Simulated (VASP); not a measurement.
Write the native input for VASP 6.6.1 that does the following.

```
Task                   : single point
Functional             : PBE
Potentials or basis    : VASP PAW PBE potentials, release 64 (V_sv)
Cutoff                 : 520 eV
k mesh                 : 18 × 18 × 18
Occupations            : fermi-dirac, width 0.1 eV
Spin                   : no spin polarisation
Dipole correction      : no
Further INCAR settings : ALGO = Normal; EDIFF = 1e-06; NBANDS = 12
```

The structure of V lies in POSCAR:

```
V
1.0
   -1.4991847422      1.4991847422      1.4991847422
    1.4991847422     -1.4991847422      1.4991847422
    1.4991847422      1.4991847422     -1.4991847422
V
1
Direct
    0.0000000000      0.0000000000      0.0000000000
```

The input as run:

INCAR

```
SYSTEM = V
  PREC = Accurate
  ENCUT = 520
  EDIFF = 1E-6
  ISMEAR = -1
  SIGMA = 0.1
  LREAL = .FALSE.
  LASPH = .TRUE.
  NELM = 100
  ALGO = Normal
  ISIF = 2
  LWAVE = .FALSE.
  LCHARG = .FALSE.
  GGA = PE
  NBANDS = 12
```

KPOINTS

```
regular mesh
0
G
  18 18 18
  0 0 0
```

Potentials or basis: VASP PAW PBE potentials, release 64 (V_sv).

Run with:

```bash
$ cat potpaw_PBE.64/V_sv/POTCAR > POTCAR
$ mpirun -np 1 vasp_std > vasp.out
```

It gave:

The pressure is 0.2 GPa.

Run time: 53 s on 1 thread of AMD EPYC 7R13, with other jobs on the host, peak memory 0.11 GiB.
